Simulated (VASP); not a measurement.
Write the native input for VASP 6.6.1 that does the following.

- Task: single point
- Functional: r2SCAN
- Potentials or basis: VASP PAW PBE potentials, release 64 (Pt, S)
- Cutoff: 520 eV
- k mesh: 6 × 6 × 4
- Occupations: fermi-dirac, width 0.1 eV
- Spin: no spin polarisation
- Dipole correction: no
- Further INCAR settings: ALGO = Normal; EDIFF = 1e-06; NBANDS = 18

PtS2:

```
Pt S
1.0
     3.54320    0.00000    0.00000
    -1.77160    3.06850    0.00000
     0.00000    0.00000    5.03880
Pt S
1 2
Cartesian
  0.0440 -0.0793 -0.0460
  0.0877 1.9696 1.1265
  1.7262 0.9815 3.8001
```

One way to write it, as run:

POSCAR

```
PtS2
1.0
    3.5432000000      0.0000000000      0.0000000000
   -1.7716000000      3.0685010000      0.0000000000
    0.0000000000      0.0000000000      5.0388000000
Pt S
1 2
Direct
   -0.0005006504     -0.0258448984     -0.0091311385
    0.3456964205      0.6418801663      0.2235555553
    0.6471119693      0.3198636285      0.7541704483
```

INCAR.step1

```
SYSTEM = PtS2
PREC = Accurate
ENCUT = 520
ISMEAR = -1
SIGMA = 0.1
LREAL = .False.
LASPH = .True.
NELM = 80
NBANDS = 18
GGA = PE
ALGO = Normal
EDIFF = 1E-4
LWAVE = .True.
LCHARG = .False.
```

INCAR.step2

```
SYSTEM = PtS2
PREC = Accurate
ENCUT = 520
EDIFF = 1E-6
ISMEAR = -1
SIGMA = 0.1
LREAL = .False.
LASPH = .True.
NELM = 80
ALGO = Normal
ISIF = 2
LWAVE = .False.
LCHARG = .False.
METAGGA = R2SCAN
LMIXTAU = .True.
NBANDS = 18
ISTART = 1
```

KPOINTS

```
regular mesh
0
Gamma
  6 6 4
  0 0 0
```

Potentials or basis: VASP PAW PBE potentials, release 64 (Pt, S).

Command:

```console
$ cat potpaw_PBE.64/Pt/POTCAR potpaw_PBE.64/S/POTCAR > POTCAR
$ cp INCAR.step1 INCAR
$ mpirun -np 1 vasp_std > vasp.out
$ cp INCAR.step2 INCAR
$ mpirun -np 1 vasp_std > vasp.out
```

It gave:

The pressure is 6.5 GPa. The largest force is 1.207 eV/Å. The band gap on the k mesh is 0.85 eV, indirect (least direct gap 1.43 eV).

Caveat: the PAW data sets were made with another functional, which shifts forces and pressure a little; spin-orbit coupling is left out, which moves the levels of the heavy elements.

Run time: 3 min on 1 thread of AMD EPYC 9R14 (Zen 4), on a shared host, peak memory 0.19 GiB.
